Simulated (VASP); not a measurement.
Al2Cu: single point with r2SCAN

Al2Cu:

```
CELL_PARAMETERS angstrom
4.31560 0.00000 0.00000
0.00000 4.31560 0.00000
0.00000 0.00000 2.55854
ATOMIC_POSITIONS crystal
Al 0.50000 0.00000 0.50000
Al 0.00000 0.50000 0.50000
Cu 0.00000 0.00000 0.00000
```

This cell differs from its parent crystal: ratio of the length along z to the lengths across it x 0.85, volume and fractional coordinates fixed.

- Program: VASP 6.6.1
- Task: single point
- Functional: r2SCAN
- Potentials or basis: VASP PAW PBE potentials, release 64 (Al, Cu)
- Cutoff: 520 eV
- k mesh: 14 × 14 × 18
- Occupations: gaussian, width 0.15 eV
- Spin: no spin polarisation

```yaml
Pressure: 3.5 GPa
Band_gap_on_the_k_mesh: zero (an odd number of electrons rules out a gap without spin polarisation)
```

Stress tensor (GPa, compression positive):
```
-1.85  0.00  0.00
 0.00 -1.85  0.00
 0.00  0.00 14.31
```

Levels at points of the mesh, in eV from the Fermi level:
```
           k point  band 5  band 6  band 7  band 8  band 9  band 10  band 11  band 12  band 13  band 14
(0.00, 0.00, 0.00)   -4.09   -4.09   -3.56   -3.56   -1.34     0.21     4.62     4.62     6.16     7.21
(0.50, 0.00, 0.00)   -4.97   -4.09   -4.08   -2.40    0.51     0.68     0.73     7.14     8.61    12.50
(0.50, 0.50, 0.00)   -4.99   -4.93   -4.09   -4.09   -2.83     7.73     7.73     8.15     8.30     9.82
(0.00, 0.00, 0.50)   -5.13   -4.40   -2.61    1.37    2.61     2.61     3.37     3.37     3.90     4.61
(0.50, 0.00, 0.50)   -4.47   -4.27   -3.29   -1.96   -0.82     3.74     4.52     5.09     5.47     5.60
(0.50, 0.50, 0.50)   -4.32   -3.03   -2.74   -2.74    0.14     0.32     0.83     0.83     2.74    11.45
```

Wall time 4.4 min on 1 thread of Intel(R) Xeon(R) 6975P-C (Granite Rapids) (shared host), peak memory 0.37 GiB.

Caveat: the stress differs along the axes, from -2 to 14 GPa; the PAW data sets were made with another functional, which shifts forces and pressure a little.
